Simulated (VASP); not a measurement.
Here is a VASP 6.6.1 calculation.

The input INCAR:

```
SYSTEM = Te2Mo
PREC = Accurate ; ENCUT = 520
EDIFF = 1E-6 ; ISMEAR = 0
SIGMA = 0.02 ; LREAL = .FALSE.
LASPH = .TRUE. ; NELM = 60
ALGO = Normal ; ISIF = 2
LWAVE = .FALSE. ; LCHARG = .FALSE.
GGA = PS ; NBANDS = 35
```

File KPOINTS:

```
regular mesh
0
G
  12 12 2
  0 0 0
```

POSCAR

```
Te2Mo
1.0
    3.4941841252      0.0000000000      0.0000000000
   -1.7470920626      3.0260522179      0.0000000000
    0.0000000000      0.0000000000     14.0056278595
Te Mo
4 2
Direct
    0.3333333333      0.6666666667      0.6211204770
    0.6666666667      0.3333333333      0.1211204770
    0.6666666667      0.3333333333      0.3788795230
    0.3333333333      0.6666666667      0.8788795230
    0.3333333333      0.6666666667      0.2500000000
    0.6666666667      0.3333333333      0.7500000000
```

Potentials or basis: VASP PAW PBE potentials, release 64 (Te, Mo_sv).

Launch:

```bash
$ cat potpaw_PBE.64/Te/POTCAR potpaw_PBE.64/Mo_sv/POTCAR > POTCAR
$ mpirun -np 1 vasp_std > vasp.out
```

(1) Predict the largest force.

(2) What does it give for the band gap on the k mesh?

Answers

(1) 0.033 eV/Å.

(2) 0.77 eV (least direct gap 1.09 eV).

Caveat: semilocal functionals underestimate gaps, and a narrow one can read as zero; the PAW data sets were made with another functional, which shifts forces and pressure a little; spin-orbit coupling is left out, which moves the levels of the heavy elements.
